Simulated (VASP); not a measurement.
Set up this calculation in VASP 6.6.1, as the native input.

- Task: single point
- Functional: r2SCAN
- Potentials or basis: VASP PAW PBE potentials, release 64 (Mg, Sc_sv)
- Cutoff: 520 eV
- k mesh: 5 × 5 × 5
- Occupations: fermi-dirac, width 0.05 eV
- Spin: no spin polarisation
- Dipole correction: no
- Further INCAR settings: ALGO = Normal; EDIFF = 1e-07; NBANDS = 16

The system is Mg3Sc.

```
Mg Sc
1.0
     4.59199    0.00000    0.00000
     0.00000    4.59199    0.00000
     0.00000    0.00000    4.59199
Mg Sc
3 1
Cartesian
  2.2960 2.2960 0.0000
  2.2960 0.0000 2.2960
  0.0000 2.2960 2.2960
  0.0000 0.0000 0.0000
```

One way to write it, as run:

POSCAR

```
Mg3Sc
1.0
    4.5919921115      0.0000000000      0.0000000000
    0.0000000000      4.5919921115      0.0000000000
    0.0000000000      0.0000000000      4.5919921115
Mg Sc
3 1
Direct
    0.5000000000      0.5000000000      0.0000000000
    0.5000000000      0.0000000000      0.5000000000
    0.0000000000      0.5000000000      0.5000000000
    0.0000000000      0.0000000000      0.0000000000
```

INCAR.step1

```
  ALGO = Normal
  EDIFF = 1E-4
  ENCUT = 520
  GGA = PE
  ISMEAR = -1
  LASPH = True
  LCHARG = False
  LREAL = False
  LWAVE = True
  NBANDS = 16
  NELM = 80
  PREC = Accurate
  SIGMA = 0.05
```

INCAR.step2

```
  ALGO = Normal
  EDIFF = 1E-7
  ENCUT = 520
  ISIF = 2
  ISMEAR = -1
  ISTART = 1
  LASPH = True
  LCHARG = False
  LMIXTAU = True
  LREAL = False
  LWAVE = False
  METAGGA = R2SCAN
  NBANDS = 16
  NELM = 80
  PREC = Accurate
  SIGMA = 0.05
```

KPOINTS

```
k-points
0
Gamma
  5 5 5
```

Potentials or basis: VASP PAW PBE potentials, release 64 (Mg, Sc_sv).

Command:

```console
$ cat potpaw_PBE.64/Mg/POTCAR potpaw_PBE.64/Sc_sv/POTCAR > POTCAR
$ cp INCAR.step1 INCAR
$ mpirun -np 1 vasp_std > vasp.out
$ cp INCAR.step2 INCAR
$ mpirun -np 1 vasp_std > vasp.out
```

It gave:

| Item | Value |
| --- | --- |
| Pressure | -2.6 GPa |

Caveat: the PAW data sets were made with another functional, which shifts forces and pressure a little.

Wall time 3.4 min on 1 thread of AMD EPYC 7R13, on a shared host, peak memory 0.19 GiB.
